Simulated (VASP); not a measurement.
# TeW (Fm-3m) in VASP: single point with r2SCAN

Aim: the single point of TeW with r2SCAN.

Everything below comes from runs of VASP 6.6.1. Logs are shortened: lines on timing, memory, paths and dates and some standing lists are left out, and cuts for length are marked.

## 1. The cell of the first run

The structure is cubic, space group Fm-3m (No. 225). Conventional cell: a = 5.594 Å, b = 5.594 Å, c = 5.594 Å, α = 90.00°, β = 90.00°, γ = 90.00°. Within 3.7 Å of W (site symmetry m-3m) lie 6 Te at 2.80 Å. Within 3.7 Å of Te (site symmetry m-3m) lie 6 W at 2.80 Å.

## 2. Single point, r2SCAN

POSCAR reads:

```
TeW
1.0
    0.0000000000      2.7969209300      2.7969209300
    2.7969209300      0.0000000000      2.7969209300
    2.7969209300      2.7969209300      0.0000000000
W Te
1 1
Direct
    0.5000000000      0.5000000000      0.5000000000
    0.0000000000      0.0000000000      0.0000000000
```

INCAR.step1 reads:

```
SYSTEM = TeW
PREC = Accurate
ENCUT = 550
ISMEAR = -1
SIGMA = 0.1
LREAL = .FALSE.
LASPH = .TRUE.
NELM = 120
NBANDS = 17
GGA = PE
ALGO = Normal
EDIFF = 1E-5
LWAVE = .TRUE.
LCHARG = .FALSE.
GGA_COMPAT = .FALSE.
```

INCAR.step2 reads:

```
SYSTEM = TeW
PREC = Accurate
ENCUT = 550
EDIFF = 1E-6
ISMEAR = -1
SIGMA = 0.1
LREAL = .FALSE.
LASPH = .TRUE.
NELM = 120
ALGO = Normal
ISIF = 2
LWAVE = .FALSE.
LCHARG = .FALSE.
METAGGA = R2SCAN
LMIXTAU = .TRUE.
NBANDS = 17
ISTART = 1
GGA_COMPAT = .FALSE.
```

KPOINTS reads:

```
Automatic mesh
0
G
  10 10 10
  0 0 0
```

Potentials or basis: VASP PAW PBE potentials, release 64 (W_sv, Te).

Launch:

```console
$ cat potpaw_PBE.64/W_sv/POTCAR potpaw_PBE.64/Te/POTCAR > POTCAR
$ cp INCAR.step1 INCAR
$ mpirun -np 1 vasp_std > vasp.out
$ cp INCAR.step2 INCAR
$ mpirun -np 1 vasp_std > vasp.out
```

OUTCAR:

```text
SYSTEM = TeW
   PREC = Accurate
   ENCUT = 550
   EDIFF = 1E-6
   ISMEAR = -1
   LREAL = .FALSE.
   LASPH = .TRUE.
   NELM = 120
   ISIF = 2
   METAGGA = R2SCAN
   ISTART = 1

 ion  position               nearest neighbor table
   1  0.500  0.500  0.500-   2 2.80   2 2.80   2 2.80   2 2.80   2 2.80   2 2.80
   2  0.000  0.000  0.000-   1 2.80   1 2.80   1 2.80   1 2.80   1 2.80   1 2.80

  LATTYP: Found a face centered cubic cell.
 ALAT       =     5.5938418600

  Lattice vectors:

 A1 = (   0.0000000000,   2.7969209300,   2.7969209300)
 A2 = (   2.7969209300,   0.0000000000,   2.7969209300)
 A3 = (   2.7969209300,   2.7969209300,   0.0000000000)

Analysis of symmetry for initial positions (statically):
=====================================================================
 Subroutine PRICEL returns:
 Original cell was already a primitive cell.

 Routine SETGRP: Setting up the symmetry group for a
 face centered cubic supercell.

 Subroutine GETGRP returns: Found 48 space group operations
 (whereof 48 operations were pure point group operations)
 out of a pool of 48 trial point group operations.

The static configuration has the point symmetry O_h .

Analysis of symmetry for dynamics (positions and initial velocities):
=====================================================================
 Subroutine PRICEL returns:
 Original cell was already a primitive cell.

 Routine SETGRP: Setting up the symmetry group for a
 face centered cubic supercell.

 Subroutine GETGRP returns: Found 48 space group operations
 (whereof 48 operations were pure point group operations)
 out of a pool of 48 trial point group operations.

The dynamic configuration has the point symmetry O_h .

 Subroutine INISYM returns: Found 48 space group operations
 (whereof 48 operations are pure point group operations),
 and found     1 'primitive' translations

----------------------------------------------------------------------------------------

                                     Primitive cell

  volume of cell :      43.7593

  direct lattice vectors                    reciprocal lattice vectors
     0.000000000  2.796920930  2.796920930    -0.178768014  0.178768014  0.178768014
     2.796920930  0.000000000  2.796920930     0.178768014 -0.178768014  0.178768014
     2.796920930  2.796920930  0.000000000     0.178768014  0.178768014 -0.178768014

  length of vectors
     3.955443512  3.955443512  3.955443512     0.309635283  0.309635283  0.309635283

  position of ions in fractional coordinates (direct lattice)
     0.500000000  0.500000000  0.500000000
     0.000000000  0.000000000  0.000000000

  ion indices of the primitive-cell ions
   primitive index   ion index
                 1           1
                 2           2

----------------------------------------------------------------------------------------

 KPOINTS: Automatic mesh

Automatic generation of k-mesh.
 Grid dimensions read from file:
 generate k-points for:   10   10   10

 Generating k-lattice:

  Cartesian coordinates                     Fractional coordinates (reciprocal lattice)
    -0.017876801  0.017876801  0.017876801     0.100000000  0.000000000  0.000000000
     0.017876801 -0.017876801  0.017876801     0.000000000  0.100000000  0.000000000
     0.017876801  0.017876801 -0.017876801     0.000000000  0.000000000  0.100000000

  Length of vectors
     0.030963528  0.030963528  0.030963528

  Shift w.r.t. Gamma in fractional coordinates (k-lattice)
     0.000000000  0.000000000  0.000000000

 Subroutine IBZKPT returns following result:
 ===========================================

 Found     47 irreducible k-points:

 Following reciprocal coordinates:
            Coordinates               Weight
  0.000000  0.000000  0.000000      1.000000
  0.100000  0.000000  0.000000      8.000000
  0.200000  0.000000  0.000000      8.000000
  0.300000  0.000000  0.000000      8.000000
  0.400000  0.000000  0.000000      8.000000
  0.500000  0.000000  0.000000      4.000000
[... 16 lines left out ...]
  0.300000  0.300000  0.000000      6.000000
  0.400000  0.300000  0.000000     24.000000
 [... further k-points ...]
   k-points           NKPTS =     47   k-points in BZ     NKDIM =     47   number of bands    NBANDS=     17
   number of dos      NEDOS =    301   number of ions     NIONS =      2
   total plane-waves  NPLWV =  27000
   dimension x,y,z NGX =    30 NGY =   30 NGZ =   30
   dimension x,y,z NGXF=    60 NGYF=   60 NGZF=   60
   ions per type =               1   1
   NGX,Y,Z   is equivalent  to a cutoff of  12.61, 12.61, 12.61 a.u.
   NGXF,Y,Z  is equivalent  to a cutoff of  25.22, 25.22, 25.22 a.u.
 SYSTEM =  TeW
   PREC   = accura    normal or accurate (medium, high low for compatibility)
   ISTART =      1    job   : 0-new  1-cont  2-samecut
   ICHARG =      0    charge: 1-file 2-atom 10-const
   ISPIN  =      1    spin polarized calculation?
   LNONCOLLINEAR =      F non collinear calculations
   LSORBIT =      F    spin-orbit coupling
   LASPH  =      T    aspherical Exc in radial PAW
   ENCUT  =  550.0 eV  40.42 Ry    6.36 a.u.   7.56  7.56  7.56*2*pi/ulx,y,z
   NELM   =    120;   NELMIN=  2; NELMDL=  0     # of ELM steps
   EDIFF  = 0.1E-05   stopping-criterion for ELM
   LREAL  =      F    real-space projection
   EDIFFG = 0.1E-04   stopping-criterion for IOM
   NSW    =      0    number of steps for IOM
   IBRION =     -1    ionic relax: 0-MD 1-quasi-New 2-CG
   NFREE  =      0    steps in history (QN), initial steepest desc. (CG)
   ISIF   =      2    stress and relaxation
   ISYM   =      2    0-nonsym 1-usesym 2-fastsym
   POTIM  = 0.5000    time-step for ionic-motion
   TEBEG  =    0.0;   TEEND  =   0.0 temperature during run
   PSTRESS=    0.0 pullay stress
   NELECT =      20.0000    total number of electrons
   NUPDOWN=      -1.0000    fix difference up-down
   EMIN   =  10.00;   EMAX   =-10.00  energy-range for DOS
   EFERMI =   0.00;   METHOD = LEGACY
   ISMEAR =    -1;   SIGMA  =   0.10  broadening in eV -4-tet -1-fermi 0-gaus
   EFERMI_NEDOS =   21; number of points for ismear=-14 and -15
   IALGO  =     38    algorithm
   IMIX   =      4    mixing-type and parameters
     AMIX     =   0.40;   BMIX     =  1.00
     AMIX_MAG =   1.60;   BMIX_MAG =  1.00
  volume/ion in A,a.u.               =      21.88       147.65
  Fermi-wavevector in a.u.,A,eV,Ry     =   1.261037  2.383015 21.636194  1.590215
  Thomas-Fermi vector in A             =   2.394517
   LORBIT       =      0    0 simple, 1 ext, 2 COOP (PROOUT), +10 PAW based schemes
   METAGGA = R2SCAN    functional components
   LHFCALC =     F    Hartree Fock is set to
   AEXX    =    0.0000 exact exchange contribution
   IVDW    =     0    specifies the selected vdW correction
   LEPSILON=     F    determine dielectric tensor
   LRPA    =     F    only Hartree local field effects (RPA)
 non-spin polarized calculation
  energy-cutoff  :      550.00
  volume of cell :       43.76
 maximum number of plane-waves:      1307
   NGX = 15   NGY = 15   NGZ = 15

 number of electron      20.0000000 magnetization

 Free energy of the ion-electron system (eV)
  ---------------------------------------------------
  ext. energy  EPLUGINS =         0.00000000
  ---------------------------------------------------
  free energy    TOTEN  =       -73.62017381 eV

  energy without entropy =      -73.48353280  energy(sigma->0) =      -73.55185331

 E-fermi :   9.9045     XC(G=0): -12.1500

 val. band max:        9.8976094408   @ k =  -0.3000   0.1000   0.0000
 cond. band min:       9.9103254397   @ k =   0.5000   0.2000   0.1000
 fundamental gap:      0.0127159990
 Fermi energy:         9.9044571965

 k-point     1 :       0.0000    0.0000    0.0000
  band No.  band energies     occupation
      1     -66.2714      2.00000
      2     -29.8924      2.00000
      3     -29.8924      2.00000
      4     -29.8924      2.00000
      5      -5.0093      2.00000
      6       8.1552      2.00000
[... 9 lines left out ...]
     16      21.3443      0.00000
     17      21.4070      0.00000

 k-point     2 :       0.1000    0.0000    0.0000
  band No.  band energies     occupation
      1     -66.2713      2.00000
      2     -29.8967      2.00000
      3     -29.8925      2.00000
      4     -29.8925      2.00000
      5      -4.8701      2.00000
      6       6.8985      2.00000
[... 9 lines left out ...]
     16      19.6662      0.00000
     17      20.2448      0.00000

 k-point     3 :       0.2000    0.0000    0.0000
  band No.  band energies     occupation
      1     -66.2711      2.00000
      2     -29.9081      2.00000
      3     -29.8929      2.00000
      4     -29.8929      2.00000
      5      -4.4697      2.00000
      6       5.1861      2.00000
[... 9 lines left out ...]
     16      18.7580      0.00000
     17      18.7580      0.00000

 k-point     4 :       0.3000    0.0000    0.0000
  band No.  band energies     occupation
      1     -66.2707      2.00000
      2     -29.9221      2.00000
      3     -29.8934      2.00000
      4     -29.8934      2.00000
      5      -3.8711      2.00000
      6       3.5454      2.00000
[... 9 lines left out ...]
     16      17.2722      0.00000
     17      18.3728      0.00000
[... 343 lines left out ...]
      1     -66.2706      2.00000
      2     -29.9186      2.00000
      3     -29.9041      2.00000
      4     -29.8922      2.00000
      5      -3.7391      2.00000
      6       3.5186      2.00000
[... 9 lines left out ...]
     16      17.1270      0.00000
     17      18.3844      0.00000

 k-point    23 :       0.3000    0.3000    0.0000
  band No.  band energies     occupation
      1     -66.2705      2.00000
      2     -29.9164      2.00000
      3     -29.9029      2.00000
      4     -29.9029      2.00000
      5      -3.7684      2.00000
      6       3.5654      2.00000
[... 9 lines left out ...]
     16      19.2091      0.00000
     17      19.2091      0.00000

 k-point    24 :       0.4000    0.3000    0.0000
  band No.  band energies     occupation
      1     -66.2702      2.00000
      2     -29.9230      2.00000
      3     -29.9055      2.00000
      4     -29.9044      2.00000
      5      -3.4659      2.00000
      6       3.3667      2.00000
[... 9 lines left out ...]
     16      19.5374      0.00000
     17      19.6191      0.00000

 [... further k-points ...]
[... 5 lines left out ...]
  --------------------------------------------------------------------------------------
  -------------------------------------------------------------------------------------
  Total       -0.4393217     -0.4393217     -0.4393217      0.0000000     -0.0000000      0.0000000
  in kB      -16.0850614    -16.0850614    -16.0850614      0.0000000     -0.0000000      0.0000000
  external PRESSURE =     -16.0850614 kB  Pullay stress =       0.0000000 kB

 VOLUME and BASIS-vectors are now :
 -----------------------------------------------------------------------------
  energy-cutoff  :      550.00
  volume of cell :       43.76
      direct lattice vectors                 reciprocal lattice vectors
     0.000000000  2.796920930  2.796920930    -0.178768014  0.178768014  0.178768014
     2.796920930  0.000000000  2.796920930     0.178768014 -0.178768014  0.178768014
     2.796920930  2.796920930  0.000000000     0.178768014  0.178768014 -0.178768014

 POSITION                                       TOTAL-FORCE (eV/Angst)
 -----------------------------------------------------------------------------------
      2.79692      2.79692      2.79692         0.000000      0.000000      0.000000
      0.00000      0.00000      0.00000        -0.000000      0.000000      0.000000
 -----------------------------------------------------------------------------------
    total drift:                                0.000000     -0.000000      0.000000

  FREE ENERGIE OF THE ION-ELECTRON SYSTEM (eV)
  ---------------------------------------------------
  free  energy   TOTEN  =       -73.6201738130 eV

  energy  without entropy=      -73.4835328033  energy(sigma->0) =      -73.55185331
```

Run time: 67 s. Hardware: 1 thread of Intel Xeon 6975P-C (Granite Rapids), shared host; peak memory 0.19 GiB.

What came out:

```
Free energy            : -73.6202 eV
Pressure               : -1.6 GPa
Band gap on the k mesh : zero (band 10 reaches 10.31 eV, above the bottom of band 11 at 8.38 eV)
```

Levels at points of the mesh, in eV from the Fermi level:
| k point | band 6 | band 7 | band 8 | band 9 | band 10 | band 11 | band 12 | band 13 | band 14 | band 15 |
| --- | --- | --- | --- | --- | --- | --- | --- | --- | --- | --- |
| (0.00, 0.00, 0.00) | -1.75 | -1.75 | -1.75 | -1.53 | -1.53 | -1.53 | -1.38 | -1.38 | 3.27 | 7.24 |
| (0.50, 0.00, 0.00) | -8.17 | -5.10 | -5.10 | -0.02 | -0.02 | 0.23 | 2.73 | 5.09 | 5.09 | 5.48 |
| (0.50, 0.50, 0.00) | -6.27 | -3.57 | -3.57 | -3.19 | -0.56 | -0.37 | 0.65 | 0.65 | 2.70 | 9.28 |

Caveat: the PAW data sets were made with another functional, which shifts forces and pressure a little; spin-orbit coupling is left out, which moves the levels of the heavy elements.
